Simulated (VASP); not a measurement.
# NaH (F-43m) in VASP: G0W0 quasiparticle levels with PBE

Aim: the G0W0 quasiparticle levels of NaH with PBE.

Everything below comes from runs of VASP 6.6.1. Logs are shortened: lines on timing, memory, paths and dates and some standing lists are left out, and cuts for length are marked.

**1. The cell of the first run**

Symmetry: F-43m, No. 216, cubic system. The conventional cell has a = 5.194 Å, b = 5.194 Å, c = 5.194 Å, α = 90.00°, β = 90.00°, γ = 90.00°. Na (site symmetry -43m) has 4 H at 2.25 Å within 3.0 Å. H (site symmetry -43m) has 4 Na at 2.25 Å within 3.0 Å.

**2. G0W0 quasiparticle levels, PBE**

The input, POSCAR:

```
NaH
1.0
    0.0000000000      2.5969210594      2.5969210594
    2.5969210594      0.0000000000      2.5969210594
    2.5969210594      2.5969210594      0.0000000000
Na H
1 1
Direct
    0.0000000000      0.0000000000      0.0000000000
    0.2500000000      0.2500000000      0.2500000000
```

The input, INCAR.step1:

```
PREC = Accurate
ENCUT = 500
EDIFF = 1E-8
ISMEAR = 0
SIGMA = 0.01
LREAL = F
LASPH = T
NELM = 60
ALGO = Normal
LWAVE = T
LCHARG = F
GGA = PE
```

The input, INCAR.step2:

```
PREC = Accurate
ENCUT = 500
EDIFF = 1E-8
ISMEAR = 0
SIGMA = 0.01
LREAL = F
LASPH = T
NELM = 1
ALGO = Exact
LWAVE = T
LCHARG = F
GGA = PE
NBANDS = 61
LOPTICS = T
ISTART = 1
```

The input, INCAR.step3:

```
PREC = Accurate
ENCUT = 500
EDIFF = 1E-8
ISMEAR = 0
SIGMA = 0.01
LREAL = F
LASPH = T
ALGO = EVGW0
LWAVE = F
LCHARG = F
GGA = PE
NELMGW = 1
NBANDS = 61
ENCUTGW = 80.0
NOMEGA = 96
PRECFOCK = Fast
ISTART = 1
NBANDSGW = 13
OMEGAMAX = 20
```

The input, KPOINTS:

```
regular mesh
0
Gamma
  6 6 6
```

Potentials or basis: VASP PAW PBE potentials, release 64 (Na_sv_GW, H_GW).

Launch:

```console
cat potpaw_PBE.64/Na_sv_GW/POTCAR potpaw_PBE.64/H_GW/POTCAR > POTCAR
cp INCAR.step1 INCAR
mpirun -np 1 vasp_std > vasp.out
cp INCAR.step2 INCAR
mpirun -np 1 vasp_std > vasp.out
cp INCAR.step3 INCAR
mpirun -np 1 vasp_std > vasp.out
```

OUTCAR:

```text
PREC = Accurate
   ENCUT = 500
   EDIFF = 1E-8
   ISMEAR = 0
   LREAL = F
   LASPH = T
   GGA = PE
   NELMGW = 1
   ENCUTGW = 80.0
   PRECFOCK = Fast
   ISTART = 1

 ion  position               nearest neighbor table
   1  0.000  0.000  0.000-
   2  0.250  0.250  0.250-

  LATTYP: Found a face centered cubic cell.
 ALAT       =     5.1938421188

  Lattice vectors:

 A1 = (   0.0000000000,   2.5969210594,   2.5969210594)
 A2 = (   2.5969210594,   0.0000000000,   2.5969210594)
 A3 = (   2.5969210594,   2.5969210594,   0.0000000000)

Analysis of symmetry for initial positions (statically):
=====================================================================
 Subroutine PRICEL returns:
 Original cell was already a primitive cell.

 Routine SETGRP: Setting up the symmetry group for a
 face centered cubic supercell.

 Subroutine GETGRP returns: Found 24 space group operations
 (whereof 24 operations were pure point group operations)
 out of a pool of 48 trial point group operations.

The static configuration has the point symmetry T_d .

Analysis of symmetry for dynamics (positions and initial velocities):
=====================================================================
 Subroutine PRICEL returns:
 Original cell was already a primitive cell.

 Routine SETGRP: Setting up the symmetry group for a
 face centered cubic supercell.

 Subroutine GETGRP returns: Found 24 space group operations
 (whereof 24 operations were pure point group operations)
 out of a pool of 48 trial point group operations.

The dynamic configuration has the point symmetry T_d .

 Subroutine INISYM returns: Found 24 space group operations
 (whereof 24 operations are pure point group operations),
 and found     1 'primitive' translations

----------------------------------------------------------------------------------------

                                     Primitive cell

  volume of cell :      35.0273

  direct lattice vectors                    reciprocal lattice vectors
     0.000000000  2.596921059  2.596921059    -0.192535695  0.192535695  0.192535695
     2.596921059  0.000000000  2.596921059     0.192535695 -0.192535695  0.192535695
     2.596921059  2.596921059  0.000000000     0.192535695  0.192535695 -0.192535695

  length of vectors
     3.672600983  3.672600983  3.672600983     0.333481605  0.333481605  0.333481605

  position of ions in fractional coordinates (direct lattice)
     0.000000000  0.000000000  0.000000000
     0.250000000  0.250000000  0.250000000

  ion indices of the primitive-cell ions
   primitive index   ion index
                 1           1
                 2           2

----------------------------------------------------------------------------------------

 KPOINTS: regular mesh

Automatic generation of k-mesh.
 Grid dimensions read from file:
 generate k-points for:    6    6    6

 Generating k-lattice:

  Cartesian coordinates                     Fractional coordinates (reciprocal lattice)
    -0.032089282  0.032089282  0.032089282     0.166666667  0.000000000  0.000000000
     0.032089282 -0.032089282  0.032089282     0.000000000  0.166666667  0.000000000
     0.032089282  0.032089282 -0.032089282     0.000000000  0.000000000  0.166666667

  Length of vectors
     0.055580268  0.055580268  0.055580268

  Shift w.r.t. Gamma in fractional coordinates (k-lattice)
     0.000000000  0.000000000  0.000000000

 Subroutine IBZKPT returns following result:
 ===========================================

 Found     16 irreducible k-points:

 Following reciprocal coordinates:
            Coordinates               Weight
  0.000000  0.000000  0.000000      1.000000
  0.166667  0.000000  0.000000      8.000000
  0.333333  0.000000  0.000000      8.000000
  0.500000  0.000000  0.000000      4.000000
  0.166667  0.166667  0.000000      6.000000
  0.333333  0.166667  0.000000     24.000000
[... 8 lines left out ...]
 -0.333333  0.333333  0.166667     24.000000
 -0.333333  0.500000  0.166667     12.000000
   k-points           NKPTS =     16   k-points in BZ     NKDIM =    216   number of bands    NBANDS=     61
   number of dos      NEDOS =    301   number of ions     NIONS =      2
   total plane-waves  NPLWV =  21952
   dimension x,y,z NGX =    28 NGY =   28 NGZ =   28
   dimension x,y,z NGXF=    56 NGYF=   56 NGZF=   56
   ions per type =               1   1
   NGX,Y,Z   is equivalent  to a cutoff of  12.67, 12.67, 12.67 a.u.
   NGXF,Y,Z  is equivalent  to a cutoff of  25.35, 25.35, 25.35 a.u.
 SYSTEM =  unknown system
   PREC   = accura    normal or accurate (medium, high low for compatibility)
   ISTART =      1    job   : 0-new  1-cont  2-samecut
   ICHARG =      0    charge: 1-file 2-atom 10-const
   ISPIN  =      1    spin polarized calculation?
   LNONCOLLINEAR =      F non collinear calculations
   LSORBIT =      F    spin-orbit coupling
   LASPH  =      T    aspherical Exc in radial PAW
   ENCUT  =  500.0 eV  36.75 Ry    6.06 a.u.   6.70  6.70  6.70*2*pi/ulx,y,z
   NELM   =     60;   NELMIN=  2; NELMDL=  0     # of ELM steps
   EDIFF  = 0.1E-07   stopping-criterion for ELM
   LREAL  =      F    real-space projection
   EDIFFG = 0.1E-06   stopping-criterion for IOM
   NSW    =      0    number of steps for IOM
   IBRION =     -1    ionic relax: 0-MD 1-quasi-New 2-CG
   NFREE  =      0    steps in history (QN), initial steepest desc. (CG)
   ISIF   =      0    stress and relaxation
   ISYM   =      3    0-nonsym 1-usesym 2-fastsym
   POTIM  = 0.5000    time-step for ionic-motion
   TEBEG  =    0.0;   TEEND  =   0.0 temperature during run
   PSTRESS=    0.0 pullay stress
   NELECT =      10.0000    total number of electrons
   NUPDOWN=      -1.0000    fix difference up-down
   EMIN   =  10.00;   EMAX   =-10.00  energy-range for DOS
   EFERMI =   0.00;   METHOD = LEGACY
   ISMEAR =     0;   SIGMA  =   0.01  broadening in eV -4-tet -1-fermi 0-gaus
   EFERMI_NEDOS =   21; number of points for ismear=-14 and -15
   IALGO  =     38    algorithm
   IMIX   =      4    mixing-type and parameters
     AMIX     =   0.40;   BMIX     =  1.00
     AMIX_MAG =   1.60;   BMIX_MAG =  1.00
  volume/ion in A,a.u.               =      17.51       118.19
  Fermi-wavevector in a.u.,A,eV,Ry     =   1.077969  2.037065 15.810190  1.162016
  Thomas-Fermi vector in A             =   2.213895
   LORBIT       =      0    0 simple, 1 ext, 2 COOP (PROOUT), +10 PAW based schemes
   GGA     = PE    functional components
   LHFCALC =     T    Hartree Fock is set to
   PRECFOCK=fast      Normal, Fast or Accurate (Low or Medium for compatibility)
   ENCUT4O =  -1.0   cutoff for four orbital integrals eV
   NKREDX  =     1    reduce k-point grid by
   NKREDY  =     1    reduce k-point grid by
   NKREDZ  =     1    reduce k-point grid by
   AEXX    =    1.0000 exact exchange contribution
   HFSCREEN=    0.0000 screening length (either q_TF or 0.3 A-1)
   HFSCREENC=   0.0000 screening length for correlation (either q_TF or 0.3 A-1)
   ENCUTFOCK=  -1.0 apply spherical cutoff to Coloumb kernel
   IVDW    =     0    specifies the selected vdW correction
   LEPSILON=     F    determine dielectric tensor
   LRPA    =     F    only Hartree local field effects (RPA)
   LRPAFORCE           =     F    calculate RPA forces
   ENCUTGW             =  80.0    cutoff for response function in eV
   ENCUTGWSOFT         =  64.0    soft cutoff for Coulomb kernel in GW response function in eV
   ENCUTLF             =  -1.0    cutoff for local field effects
   NELMGW              =     1    number of iterations in solving QP/BSE equation
   NELMHF              =     1    number of iterations in the inner HF iteration
   NKREDLFX            =     1    NKREDLFY  =   1   NKREDLFZ  =   1
 non-spin polarized calculation
 Gauss-broadening in eV      SIGMA  =   0.01
  energy-cutoff  :      500.00
  volume of cell :       35.03
 maximum number of plane-waves:       911
  NGX = 16; NGY = 16; NGZ = 16
   NGX = 13   NGY = 13   NGZ = 13
 maximum number of plane-waves:        64
 NGX is ok and might be reduce to    14

 QP shifts <psi_nk| G(iteration)W_0 |psi_nk>: iteration 1
 for sc-GW calculations column KS-energies equals QP-energies in previous step
 and V_xc(KS)=  KS-energies - (<T + V_ion + V_H > + <T+V_H+V_ion>^1  + <V_x>^1)

 k-point   1 :       0.0000    0.0000    0.0000
  band No.  KS-energies  QP-energies   sigma(KS)   V_xc(KS)     V^pw_x(r,r')   Z            occupation Imag(sigma)

      1     -52.0076     -62.0065     -42.9856     -29.2729     -49.1421       0.7292       2.0000       0.3018
      2     -23.9336     -29.9245     -36.2849     -28.3465     -41.3770       0.7547       2.0000       0.0826
      3     -23.9336     -29.9245     -36.2849     -28.3465     -41.3770       0.7547       2.0000       0.0826
      4     -23.9336     -29.9245     -36.2849     -28.3465     -41.3770       0.7547       2.0000       0.0826
      5      -4.7719      -6.3236     -10.8259      -8.5151     -13.2805       0.6715       2.0000       0.1603
      6       6.2852       7.1171      -7.7388      -8.9188      -4.2460       0.7050       0.0000      -0.1665
      7      11.3956      12.3886      -5.6254      -6.8478      -1.8546       0.8123       0.0000      -0.6137
      8      11.3956      12.3886      -5.6254      -6.8478      -1.8546       0.8123       0.0000      -0.6137
      9      11.3956      12.3886      -5.6254      -6.8478      -1.8546       0.8123       0.0000      -0.6137
     10      14.0751      14.8906      -6.1616      -7.2020      -2.0804       0.7838       0.0000      -0.8452
     11      14.0751      14.8906      -6.1616      -7.2020      -2.0804       0.7838       0.0000      -0.8452
     12      14.0751      14.8906      -6.1616      -7.2020      -2.0804       0.7838       0.0000      -0.8452
     13      16.8576      17.4408      -4.2600      -4.9528      -0.6579       0.8418       0.0000      -1.0986

 k-point   2 :       0.1667    0.0000    0.0000
  band No.  KS-energies  QP-energies   sigma(KS)   V_xc(KS)     V^pw_x(r,r')   Z            occupation Imag(sigma)

      1     -52.0070     -62.0229     -42.9874     -29.2742     -49.1436       0.7304       2.0000       0.3017
      2     -23.9458     -29.8955     -36.2473     -28.3104     -41.3373       0.7496       2.0000       0.0840
      3     -23.9354     -29.9226     -36.2786     -28.3423     -41.3707       0.7544       2.0000       0.0827
      4     -23.9354     -29.9226     -36.2786     -28.3423     -41.3707       0.7544       2.0000       0.0827
      5      -4.3910      -5.9519     -10.9817      -8.6983     -13.2861       0.6836       2.0000       0.1391
      6       5.1490       5.9820      -7.0766      -8.2005      -3.9032       0.7412       0.0000      -0.1108
      7      10.2140      11.0388      -6.3442      -7.3678      -2.4289       0.8058       0.0000      -0.6163
      8      11.0118      11.9670      -5.7999      -6.9769      -2.0225       0.8115       0.0000      -0.5773
      9      11.0118      11.9670      -5.7999      -6.9769      -2.0225       0.8115       0.0000      -0.5773
     10      14.6404      15.4245      -5.4311      -6.3994      -1.4024       0.8098       0.0000      -0.9068
     11      14.6404      15.4245      -5.4311      -6.3994      -1.4024       0.8098       0.0000      -0.9068
     12      15.0284      15.7526      -4.9640      -5.8358      -1.1181       0.8307       0.0000      -1.0335
     13      15.5051      16.4811      -6.1968      -7.3930      -2.0993       0.8159       0.0000      -0.8915
[... 208 lines left out ...]
      1     -52.0045     -62.1367     -42.9936     -29.2800     -49.1492       0.7388       2.0000       0.3013
      2     -23.9710     -29.8951     -36.1712     -28.2375     -41.2578       0.7467       2.0000       0.0874
      3     -23.9583     -29.8873     -36.2054     -28.2757     -41.2953       0.7477       2.0000       0.0850
      4     -23.9463     -29.8976     -36.2438     -28.3114     -41.3357       0.7502       2.0000       0.0836
      5      -2.1449      -3.6431     -12.5078     -10.4518     -14.2662       0.7287       2.0000       0.0676
      6       2.8267       3.4623      -5.4064      -6.2040      -2.5716       0.7970       0.0000      -0.0663
      7       5.1959       5.9330      -5.5633      -6.5170      -2.4070       0.7729       0.0000      -0.0955
      8       6.6992       7.5176      -6.0056      -7.0917      -2.5962       0.7535       0.0000      -0.1419
      9      11.7515      12.5443      -6.2990      -7.3253      -2.2914       0.7725       0.0000      -0.7032
     10      12.7014      13.6481      -5.8207      -7.0085      -1.9603       0.7970       0.0000      -0.6863
     11      16.1504      17.2319      -6.1059      -7.4040      -2.0608       0.8331       0.0000      -1.0074
     12      16.8546      17.9380      -5.8662      -7.1634      -1.7862       0.8352       0.0000      -1.0764
     13      18.3059      19.5497      -5.6653      -7.1531      -1.6161       0.8360       0.0000      -1.2981

 k-point  16 :      -0.3333    0.5000    0.1667
  band No.  KS-energies  QP-energies   sigma(KS)   V_xc(KS)     V^pw_x(r,r')   Z            occupation Imag(sigma)

      1     -52.0043     -62.1510     -42.9940     -29.2804     -49.1496       0.7399       2.0000       0.3013
      2     -23.9727     -29.8903     -36.1659     -28.2329     -41.2522       0.7459       2.0000       0.0877
      3     -23.9573     -29.8864     -36.2086     -28.2794     -41.2989       0.7478       2.0000       0.0847
      4     -23.9505     -29.8857     -36.2297     -28.2995     -41.3211       0.7484       2.0000       0.0840
      5      -1.9621      -3.4465     -12.6607     -10.6284     -14.3925       0.7304       2.0000       0.0650
      6       3.6254       4.3417      -5.3160      -6.2144      -2.4265       0.7973       0.0000      -0.0698
      7       4.3897       4.9465      -5.3076      -6.0268      -2.1616       0.7741       0.0000      -0.0929
      8       5.9477       6.8945      -6.1220      -7.3502      -2.8714       0.7709       0.0000      -0.1021
      9      10.4614      11.2676      -6.1120      -7.1165      -2.2764       0.8026       0.0000      -0.5631
     10      13.3498      14.2820      -6.1507      -7.3228      -2.1258       0.7953       0.0000      -0.7612
     11      15.2941      16.3123      -6.0840      -7.3460      -1.9976       0.8068       0.0000      -1.0261
     12      18.1119      19.1756      -5.7315      -7.0380      -1.6692       0.8141       0.0000      -1.0772
     13      20.7110      22.1762      -6.0467      -7.7287      -1.8175       0.8711       0.0000      -1.6919
```

Wall time 3.5 min (1 thread of Intel Xeon 8259CL, shared host); peak memory 0.43 GiB.

Results:

* Quasiparticle gap: 5.75 eV
* Least direct quasiparticle gap: 6.48 eV
* Band gap of the starting levels on the mesh: 3.63 eV
* Least direct gap of the starting levels on the mesh: 4.32 eV

Caveat: bands, screening cutoff and mesh are small and nothing is extrapolated, so the quasiparticle values aren't converged; the structure was generated, so it needn't be the stable form of NaH.
